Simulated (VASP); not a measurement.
Wanted: the native input for a VASP 6.6.1 run.

```
Task                   : single point
Functional             : PBE
Potentials or basis    : VASP PAW PBE potentials, release 64 (Hf_pv, Si)
Cutoff                 : 520 eV
k mesh                 : 8 × 8 × 8
Occupations            : gaussian, width 0.05 eV
Spin                   : no spin polarisation
Dipole correction      : no
Further INCAR settings : ALGO = Normal; EDIFF = 1e-06; NBANDS = 19
```

The structure of HfSi3 lies in POSCAR:

```
HfSi3
1.0
    3.9998233712      0.0000000000      0.0000000000
    0.0000000000      3.9998233712      0.0000000000
    0.0000000000      0.0000000000      3.9998233712
Hf Si
1 3
Direct
    0.0000000000      0.0000000000      0.0000000000
    0.0000000000      0.5000000000      0.5000000000
    0.5000000000      0.5000000000      0.0000000000
    0.5000000000      0.0000000000      0.5000000000
```

This cell differs from its parent crystal: volume scaled by 1.020.

One way to write it, as run:

INCAR

```
SYSTEM = HfSi3
PREC = Accurate ; ENCUT = 520
EDIFF = 1E-6 ; ISMEAR = 0
SIGMA = 0.05 ; LREAL = .False.
LASPH = .True. ; NELM = 80
ALGO = Normal ; ISIF = 2
LWAVE = .False. ; LCHARG = .False.
GGA = PE ; NBANDS = 19
```

KPOINTS

```
Automatic mesh
0
Gamma
  8 8 8
  0 0 0
```

Potentials or basis: VASP PAW PBE potentials, release 64 (Hf_pv, Si).

Run with:

```console
$ cat potpaw_PBE.64/Hf_pv/POTCAR potpaw_PBE.64/Si/POTCAR > POTCAR
$ mpirun -np 1 vasp_std > vasp.out
```

It gave:

| Quantity | Value |
| --- | --- |
| Pressure | -2.4 GPa |
| Band gap on the k mesh | zero (band 11 reaches 9.85 eV, above the bottom of band 12 at 7.92 eV) |

Caveat: spin-orbit coupling is left out, which moves the levels of the heavy elements.

It took 17 s on 1 thread of AMD EPYC 9R45 96-Core Processor (Zen 5) (shared host), peak memory 0.16 GiB.
